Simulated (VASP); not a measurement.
A run of VASP 6.6.1 is set up as follows.

POSCAR

```
Ni
1.0
    0.0000000000      1.7592378550      1.7592378550
    1.7592378550      0.0000000000      1.7592378550
    1.7592378550      1.7592378550      0.0000000000
Ni
1
Direct
    0.0000000000      0.0000000000      0.0000000000
```

File INCAR.step1:

```
ALGO = Normal
EDIFF = 1E-7
ENCUT = 520
GGA = PE
ISIF = 2
ISMEAR = 0
ISPIN = 2
LASPH = T
LCHARG = T
LMAXMIX = 4
LREAL = F
LWAVE = F
MAGMOM = 0.75
NBANDS = 15
NELM = 150
PREC = Accurate
SIGMA = 0.1
```

Contents of KPOINTS.step1:

```
k-points
0
Gamma
  20 20 20
```

File INCAR.step2:

```
ALGO = Normal
EDIFF = 1E-7
ENCUT = 520
GGA = PE
ICHARG = 11
ISIF = 2
ISMEAR = -5
ISPIN = 2
LASPH = T
LCHARG = F
LMAXMIX = 4
LORBIT = 10
LREAL = F
LWAVE = F
MAGMOM = 0.75
NBANDS = 15
NEDOS = 1001
NELM = 150
PREC = Accurate
SIGMA = 0.1
```

The input KPOINTS.step2:

```
k-points
0
Gamma
  30 30 30
```

Potentials or basis: VASP PAW PBE potentials, release 64 (Ni).

Run with:

```console
$ cat potpaw_PBE.64/Ni/POTCAR > POTCAR
$ cp INCAR.step1 INCAR
$ cp KPOINTS.step1 KPOINTS
$ mpirun -np 1 vasp_std > vasp.out
$ cp INCAR.step2 INCAR
$ cp KPOINTS.step2 KPOINTS
$ mpirun -np 1 vasp_std > vasp.out
```

**Question.** Estimate the net moment.

**Answer.** 0.63 μB per cell.

**Question.** Estimate the site moments.

**Answer.** Ni +0.64 μB.
